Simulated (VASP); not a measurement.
**NiO: single point with PBE**

NiO:

```xyz
2
Lattice="1.4899 0.8602 2.4329 -1.4899 0.8602 2.4329 0.0000 -1.7204 2.4329" Properties=species:S:1:pos:R:3 pbc="T T T"
Ni    1.4899    0.8602    2.4329
O     0.0000    0.0000    3.6494
```

This cell differs from its parent crystal: volume scaled by 1.040.

```
Program             : VASP 6.6.1
Task                : single point
Functional          : PBE
Potentials or basis : VASP PAW PBE potentials, release 64 (Ni, O)
Cutoff              : 520 eV
k mesh              : 14 × 14 × 14
Occupations         : gaussian, width 0.05 eV
Spin                : no spin polarisation
```

```
Pressure               : -7.2 GPa
Band gap on the k mesh : zero (band 8 reaches 8.71 eV, above the bottom of band 9 at 6.00 eV)
```

Levels at points of the mesh, in eV from the Fermi level:
| k point | band 5 | band 6 | band 7 | band 8 | band 9 | band 10 | band 11 | band 12 |
| --- | --- | --- | --- | --- | --- | --- | --- | --- |
| (0.00, 0.00, 0.00) | -1.73 | -1.73 | -1.73 | -1.43 | -1.43 | 1.55 | 17.82 | 18.96 |
| (0.50, 0.00, 0.00) | -0.95 | -0.95 | -0.60 | 1.28 | 1.28 | 5.67 | 9.87 | 14.10 |
| (0.50, 0.50, 0.00) | -2.65 | -1.06 | -0.70 | -0.70 | -0.59 | 6.33 | 10.44 | 12.42 |

Wall time 29 s on 1 thread of AMD EPYC 7R43 64-Core Processor (Zen 3), with other jobs on the host, peak memory 0.12 GiB.

Caveat: the run has no spin polarisation, though such a crystal can be magnetic; semilocal functionals often make such compounds metallic where correlation or magnetic order opens a gap, which also shifts bond lengths. Spin polarisation is off, so any magnetic state and its effect on volume and gap are missing.
